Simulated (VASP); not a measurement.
Here is a VASP 6.6.1 calculation.

POSCAR

```
CsBr
1.0
    4.4104598805      0.0000000000      0.0000000000
    0.0000000000      4.4104598805      0.0000000000
    0.0000000000      0.0000000000      4.4104598805
Cs Br
1 1
Direct
    0.0000000000      0.0000000000      0.0000000000
    0.5000000000      0.5000000000      0.5000000000
```

The input INCAR.step1:

```
  ALGO = Normal
  EDIFF = 1E-5
  ENCUT = 550
  GGA = PE
  GGA_COMPAT = F
  ISMEAR = -1
  LASPH = T
  LCHARG = F
  LREAL = F
  LWAVE = T
  NBANDS = 15
  NELM = 120
  PREC = Accurate
  SIGMA = 0.05
```

Contents of INCAR.step2:

```
  ALGO = Normal
  EDIFF = 1E-6
  ENCUT = 550
  GGA_COMPAT = F
  ISIF = 2
  ISMEAR = -1
  ISTART = 1
  LASPH = T
  LCHARG = T
  LELF = T
  LMIXTAU = T
  LREAL = F
  LVHAR = T
  LWAVE = F
  METAGGA = R2SCAN
  NBANDS = 15
  NELM = 120
  PREC = Accurate
  SIGMA = 0.05
```

File KPOINTS:

```
k-points
0
Gamma
  6 6 6
```

Potentials or basis: VASP PAW PBE potentials, release 64 (Cs_sv, Br).

Run with:

```bash
$ cat potpaw_PBE.64/Cs_sv/POTCAR potpaw_PBE.64/Br/POTCAR > POTCAR
$ cp INCAR.step1 INCAR
$ mpirun -np 1 vasp_std > vasp.out
$ cp INCAR.step2 INCAR
$ mpirun -np 1 vasp_std > vasp.out
```

(1) What does it give for the band gap on the k mesh?

(2) Predict the pressure.

## Answers

(1) 4.92 eV (least direct gap 4.95 eV).

(2) -0.8 GPa.

Caveat: the PAW data sets were made with another functional, which shifts forces and pressure a little; spin-orbit coupling is left out, which moves the levels of the heavy elements.
